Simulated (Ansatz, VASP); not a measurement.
One calculation of AlInAsP3, two programs

```
Al In P As
1.0
     3.82565    0.00000    0.00000
     0.00000    3.82565    0.00000
     0.00000    0.00000    9.64635
Al In P As
1 1 3 1
Direct
  0.50000 0.50000 0.00000
  0.00000 0.00000 0.00000
  0.00000 0.00000 0.72372
  0.00000 0.00000 0.27628
  0.00000 0.00000 0.50000
  0.50000 0.50000 0.50000
```

Alike in both runs: functional PBE; k mesh 4 × 4 × 4; occupations gaussian, width 0.1 eV; no spin polarisation.

Ansatz relaxed the structure, and its values are those at the end. VASP's run is a single point on that final structure, the one shown.

|  | VASP | Ansatz |
| --- | --- | --- |
| version | VASP 6.6.1 | Ansatz 0.2.0 |
| potentials or method | VASP PAW PBE potentials, release 64 (Al, In_d, P, As), cutoff 500 eV | scalar-relativistic, plane waves, PAW |
| valence electrons in the cell | 36 | 46 |

```csv
,VASP,Ansatz,Ansatz less VASP
gap on the k mesh at the Fermi level (eV),none,none,-
pressure (GPa),-0.1,-0.1,+0.07
rms of the force components (eV/Å),0.010,0.000,-0.0098
```

A gap of «none» marks a metal or a gap that the smearing closes. The functional is the same, so the differences come from potentials, cutoffs and numerics. VASP's potentials hold 36 valence electrons a cell and Ansatz's 46, so a difference there can come from the potentials and not from the codes.

The k mesh is coarse, so the values compare programs but aren't converged.
